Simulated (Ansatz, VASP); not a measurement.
# Two plane-wave programs on BaHf3O2

```
Ba Hf O
1.0
     3.07889    0.00000    0.00000
     0.00000    3.07889    0.00000
     0.00000    0.00000   12.31769
Ba Hf O
1 3 2
Direct
  0.50000 0.50000 0.50000
  0.00000 0.00000 0.00000
  0.00000 0.00000 0.75945
  0.00000 0.00000 0.24055
  0.50000 0.50000 0.73114
  0.50000 0.50000 0.26886
```

Change from the starting cell: species swapped into the MgSc3Ru2 type (P4/mmm, No. 123).

Alike in both runs: functional PBE; k mesh 12 × 12 × 4; occupations gaussian, width 0.1 eV; no spin polarisation.

Ansatz relaxed the structure, and its values are those at the end. VASP's run is a single point on that final structure, the one shown.

|  | VASP | Ansatz |
| --- | --- | --- |
| version | VASP 6.6.1 | Ansatz 0.2.0 |
| potentials or method | VASP PAW PBE potentials, release 64 (Ba_sv, Hf_pv, O), cutoff 520 eV | scalar-relativistic, plane waves, PAW |
| valence electrons in the cell | 52 | 100 |

Ansatz gave:

- gap on the k mesh at the Fermi level (eV): none
- pressure (GPa): 0.0
- rms of the force components (eV/Å): 0.000

Question: What did VASP give for the same quantities?

Answer: gap on the k mesh at the Fermi level (eV): none; pressure (GPa): 0.0; rms of the force components (eV/Å): 0.038.

A gap of «none» marks a metal or a gap that the smearing closes. VASP's potentials hold 52 valence electrons a cell and Ansatz's 100, so a difference there can come from the potentials and not from the codes.

Spin-orbit coupling is off throughout.
